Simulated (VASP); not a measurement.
Hf:

```
Hf
1.0
    -1.80500    1.80500    1.80500
     1.80500   -1.80500    1.80500
     1.80500    1.80500   -1.80500
Hf
1
Cartesian
  0.0000 0.0000 0.0000
```

```yaml
Program: VASP 6.6.1
Task: relaxation of cell and atoms
Functional: RPBE
Potentials_or_basis: VASP PAW PBE potentials, release 64 (Hf_pv)
Cutoff: 600 eV
k_mesh: 10 × 10 × 10
Occupations: fermi-dirac, width 0.05 eV
Spin: no spin polarisation
```

At the start: pressure -2.6 GPa; volume 23.52 Å³/atom.

**Question.** Where does the relaxation end?

**Answer.** Over 3 steps the energy falls by 5.3 meV/atom and the volume is 22.88 Å³/atom (-2.7 %); space group Im-3m (No. 229, to 0.05 Å).

The path:
```tsv
step	energy change (eV)	largest force (eV/Å)	pressure (GPa)	volume (Å³)
1	0.0000	0.0000	-2.58	23.52
2	0.0001	0.0000	2.84	22.26
3	-0.0053	0.0000	-0.01	22.88
```

Final structure:
```cif
data_structure
_symmetry_space_group_name_H-M 'P 1'
_symmetry_Int_Tables_number 1
_cell_length_a 3.0977
_cell_length_b 3.0977
_cell_length_c 3.0977
_cell_angle_alpha 109.471
_cell_angle_beta 109.471
_cell_angle_gamma 109.471
_cell_volume 22.88
loop_
_atom_site_label
_atom_site_type_symbol
_atom_site_fract_x
_atom_site_fract_y
_atom_site_fract_z
_atom_site_occupancy
Hf1 Hf 0.00000 0.00000 0.00000 1
```

Caveat: the PAW data sets were made with another functional, which shifts forces and pressure a little.
